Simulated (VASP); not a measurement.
Si:

```xyz
1
Lattice="-1.6049 1.6049 1.3025 1.6049 -1.6049 1.3025 1.6049 1.6049 -1.3025" Properties=species:S:1:pos:R:3 pbc="T T T"
Si    0.0000    0.0000    0.0000
```

Base run:

| Quantity | Value |
| --- | --- |
| Program | VASP 6.6.1 |
| Functional | PBE |
| Potentials or basis | VASP PAW PBE potentials, release 64 (Si) |
| Cutoff | 500 eV |
| k mesh | 13 × 13 × 13 |
| Occupations | fermi-dirac, width 0.05 eV |
| Spin | no spin polarisation |

Its results: band gap on the k mesh zero (bands 2 and 3 overlap by 13.82 eV); pressure 8.1 GPa.

Q: The run is repeated on the same cell with these changes: functional from PBE to HSE06; cutoff from 500 eV to 520 eV; k mesh from 13 × 13 × 13 to 8 × 8 × 8. What comes out?

A: Band gap on the k mesh zero (bands 2 and 3 overlap by 13.74 eV); pressure 6.1 GPa.

Several settings changed at once.

Caveats: some runs use coarse meshes; the cell stands under pressure (at least some runs); the PAW data sets were made with another functional, which shifts forces and pressure a little (at least some runs).
